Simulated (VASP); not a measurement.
A run of VASP 6.6.1 is set up as follows.

File POSCAR:

```
Sc
1.0
    3.3280716152      0.0000000000      0.0000000000
   -1.6640358076      2.8821945644      0.0000000000
    0.0000000000      0.0000000000      5.2121495536
Sc
2
Direct
    0.3333333333      0.6666666667      0.2500000000
    0.6666666667      0.3333333333      0.7500000000
```

INCAR.step1

```
  ALGO = Normal
  EDIFF = 1E-4
  ENCUT = 520
  GGA = PE
  ISMEAR = -1
  LASPH = T
  LCHARG = F
  LREAL = F
  LWAVE = T
  NBANDS = 18
  NELM = 60
  PREC = Accurate
  SIGMA = 0.1
```

INCAR.step2

```
  ALGO = Normal
  EDIFF = 1E-6
  ENCUT = 520
  ISIF = 2
  ISMEAR = -1
  ISTART = 1
  LASPH = T
  LCHARG = F
  LMIXTAU = T
  LREAL = F
  LWAVE = F
  METAGGA = R2SCAN
  NBANDS = 18
  NELM = 60
  PREC = Accurate
  SIGMA = 0.1
```

KPOINTS

```
k-points
0
Gamma
  2 2 1
```

Potentials or basis: VASP PAW PBE potentials, release 64 (Sc_sv).

Launch:

```bash
$ cat potpaw_PBE.64/Sc_sv/POTCAR > POTCAR
$ cp INCAR.step1 INCAR
$ mpirun -np 1 vasp_std > vasp.out
$ cp INCAR.step2 INCAR
$ mpirun -np 1 vasp_std > vasp.out
```

(1) What does it give for the band gap on the k mesh?

(2) Predict the pressure.

## Answers

(1) zero (bands 11 and 12 overlap by 0.84 eV).

(2) -6.9 GPa.

Caveat: the k points lie up to 1.21 Å⁻¹ apart, too coarse for converged energies and pressures of a metal; the PAW data sets were made with another functional, which shifts forces and pressure a little.
